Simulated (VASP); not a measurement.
# Si: single point with PBE

The system is Si.

```
Si
1.0
     2.76101    0.00000    0.00000
    -1.38051    2.18517    0.00000
     0.00000    0.00000    2.49691
Si
1
Direct
  0.00000 0.00000 0.00000
```

This cell differs from its parent crystal: strain +0.0450 x Voigt [1, -1, 0, 0, 0, 0].

| Item | Value |
| --- | --- |
| Program | VASP 6.6.1 |
| Task | single point |
| Functional | PBE |
| Potentials or basis | VASP PAW PBE potentials, release 64 (Si) |
| Cutoff | 520 eV |
| k mesh | 24 × 24 × 24 |
| Occupations | gaussian, width 0.15 eV |
| Spin | no spin polarisation |
| Dipole correction | no |
| Further INCAR settings | ALGO = Normal; EDIFF = 1e-07; NBANDS = 8 |

```json
{"Pressure": "0.7 GPa", "Band gap on the k mesh": "zero (bands 2 and 3 overlap by 11.53 eV)"}
```

Stress tensor (GPa, compression positive):
```
-0.33  0.00  0.00
 0.00  4.35  0.00
 0.00  0.00 -1.77
```

Levels at points of the mesh, in eV from the Fermi level:
```tsv
k point	band 1	band 2	band 3	band 4	band 5
(0.00, 0.00, 0.00)	-13.90	7.42	7.67	9.34	10.69
(0.50, 0.00, 0.00)	-7.92	-6.77	6.13	7.17	12.12
(0.00, 0.50, 0.00)	-6.63	-6.31	3.37	5.37	13.09
(0.00, 0.00, 0.50)	-9.19	-7.04	12.78	13.47	14.15
(0.50, 0.00, 0.50)	-3.04	-2.48	-2.33	1.44	9.63
(0.00, 0.50, 0.50)	-2.64	-1.37	-0.96	1.94	6.86
```

It took 2 min on 1 thread of Intel Xeon 8259CL (shared host), peak memory 0.3 GiB.

Caveat: the cell differs from its parent crystal (strain +0.0450 x Voigt [1, -1, 0, 0, 0, 0]).
